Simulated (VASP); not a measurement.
Write the native input for VASP 6.6.1 that does the following.

```yaml
Task: single point
Functional: PBE
Potentials_or_basis: VASP PAW PBE potentials, release 64 (Si, B, Te)
Cutoff: 520 eV
k_mesh: 12 × 12 × 8
Occupations: gaussian, width 0.1 eV
Spin: no spin polarisation
Dipole_correction: no
Further_INCAR_settings: ALGO = Fast; EDIFF = 1e-07; NBANDS = 22
```

The structure of Si3BTe2 lies in POSCAR:

```
Si3BTe2
1.0
    5.1186874816      0.0000000000      0.0000000000
   -2.5593437408      4.4329133931      0.0000000000
    0.0000000000      0.0000000000      5.7278589005
Si B Te
3 1 2
Direct
    0.5000000000      0.0000000000      0.5000000000
    0.5000000000      0.5000000000      0.5000000000
    0.0000000000      0.5000000000      0.5000000000
    0.0000000000      0.0000000000      0.0000000000
    0.3333333333      0.6666666667      0.0000000000
    0.6666666667      0.3333333333      0.0000000000
```

The cell was generated, and may not be a known phase.

These files were run (other wordings do the same):

INCAR

```
PREC     = Accurate       # precision mode
ENCUT    = 520            # plane-wave cutoff, eV
EDIFF    = 1E-7           # SCF threshold, eV
ISMEAR   = 0              # smearing method
SIGMA    = 0.1            # smearing width, eV
LREAL    = False          # projectors in reciprocal space
LASPH    = True           # aspherical terms in the spheres
NELM     = 100            # most SCF steps
ALGO     = Fast           # electronic algorithm
ISIF     = 2              # what is computed and relaxed
LWAVE    = False          # write WAVECAR
LCHARG   = False          # write CHGCAR
GGA      = PE             # functional
NBANDS   = 22             # bands
```

KPOINTS

```
regular mesh
0
Gamma
  12 12 8
```

Potentials or basis: VASP PAW PBE potentials, release 64 (Si, B, Te).

Command:

```bash
$ cat potpaw_PBE.64/Si/POTCAR potpaw_PBE.64/B/POTCAR potpaw_PBE.64/Te/POTCAR > POTCAR
$ mpirun -np 1 vasp_std > vasp.out
```

It gave:

* Pressure: 0.0 GPa
* Band gap on the k mesh: zero (an odd number of electrons rules out a gap without spin polarisation)

Caveat: spin-orbit coupling is left out, which moves the levels of the heavy elements; an odd number of electrons without spin polarisation forces a metal; a magnetic or distorted state may lie lower.

Run time: 7.7 min on 1 thread of Oxide Virtual Turin-like Processor, on a shared host, peak memory 0.4 GiB.
